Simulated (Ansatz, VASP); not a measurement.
## HPt6: VASP beside Ansatz

INCAR

```
SYSTEM = HPt6
  PREC = Accurate
  ENCUT = 520
  EDIFF = 1E-7
  ISMEAR = 0
  SIGMA = 0.1
  LREAL = .FALSE.
  LASPH = .TRUE.
  NELM = 100
  ALGO = Normal
  ISIF = 2
  LWAVE = .FALSE.
  LCHARG = .FALSE.
  LDIPOL = .TRUE.
  IDIPOL = 3
  DIPOL = 0.5 0.5 0.302
  GGA = PE
  NBANDS = 74
```

KPOINTS

```
regular mesh
0
G
  6 6 1
  0 0 0
```

Contents of POSCAR:

```
HPt6
1.0
    5.6145835605      0.0000000000      0.0000000000
   -2.8072917802      4.8623719950      0.0000000000
    0.0000000000      0.0000000000     22.6197373747
Pt H
12 2
Direct
    0.3333333333      0.1666666667      0.1768367127
    0.3333333333      0.6666666667      0.1768367127
    0.8333333333      0.1666666667      0.1768367127
    0.8333333333      0.6666666667      0.1768367127
    0.1666666667      0.3333333333      0.2789580515
    0.1666666667      0.8333333333      0.2789580515
    0.6666666667      0.3333333333      0.2789580515
    0.6666666667      0.8333333333      0.2789580515
    0.0000000000      0.0000000000      0.3810715055
    0.0000000000      0.5000000000      0.3810715055
    0.5000000000      0.0000000000      0.3810715055
    0.5000000000      0.5000000000      0.3810715055
    0.1892786072      0.3785572143      0.4434064467
    0.3107213928      0.6214427857      0.4434064467
```

Input for Ansatz:

```yaml
crystal:
  lattice:
    - [5.6145835605, 0.0, 0.0]
    - [-2.8072917802, 4.862371995, 0.0]
    - [0.0, 0.0, 22.6197373747]
  atoms:
    - { symbol: Pt, position: [0.3333333333, 0.1666666667, 0.1768367127] }
    - { symbol: Pt, position: [0.3333333333, 0.6666666667, 0.1768367127] }
    - { symbol: Pt, position: [0.8333333333, 0.1666666667, 0.1768367127] }
    - { symbol: Pt, position: [0.8333333333, 0.6666666667, 0.1768367127] }
    - { symbol: Pt, position: [0.1666666667, 0.3333333333, 0.2789580515] }
    - { symbol: Pt, position: [0.1666666667, 0.8333333333, 0.2789580515] }
    - { symbol: Pt, position: [0.6666666667, 0.3333333333, 0.2789580515] }
    - { symbol: Pt, position: [0.6666666667, 0.8333333333, 0.2789580515] }
    - { symbol: Pt, position: [0.0, 0.0, 0.3810715055] }
    - { symbol: Pt, position: [0.0, 0.5, 0.3810715055] }
    - { symbol: Pt, position: [0.5, 0.0, 0.3810715055] }
    - { symbol: Pt, position: [0.5, 0.5, 0.3810715055] }
    - { symbol: H, position: [0.1892786072, 0.3785572143, 0.4434064467] }
    - { symbol: H, position: [0.3107213928, 0.6214427857, 0.4434064467] }
basis:
  ecutwfc: 420
kpoints:
  mp_grid: { grid: [6, 6, 1] }
hamiltonian:
  xc: pbe
scf:
  occupations: { method: gaussian, width: 0.1 }
output:
  forces: true
  eigenvalues: true
efield:
  axis: 3
  dipole_correction: true
  ramp_width: 0.04
```

Alike in both runs: task single point; functional PBE; k mesh 6 × 6 × 1; occupations gaussian, width 0.1 eV; no spin polarisation.

```csv
,VASP,Ansatz
version,VASP 6.6.1,Ansatz 0.2.0
potentials or method,"VASP PAW PBE potentials, release 64 (Pt, H), cutoff 520 eV","scalar-relativistic, plane waves, PAW"
valence electrons in the cell,122,218
```

```csv
,VASP,Ansatz,Ansatz less VASP
gap on the k mesh at the Fermi level (eV),none,none,-
rms of the force components (eV/Å),0.324,0.328,+0.0040
```

Atom by atom the forces differ by 0.009 eV/Å (rms over components). A gap of «none» marks a metal or a gap that the smearing closes. VASP's potentials hold 122 valence electrons a cell and Ansatz's 218, so a difference there can come from the potentials and not from the codes.

Spin-orbit coupling is off throughout.
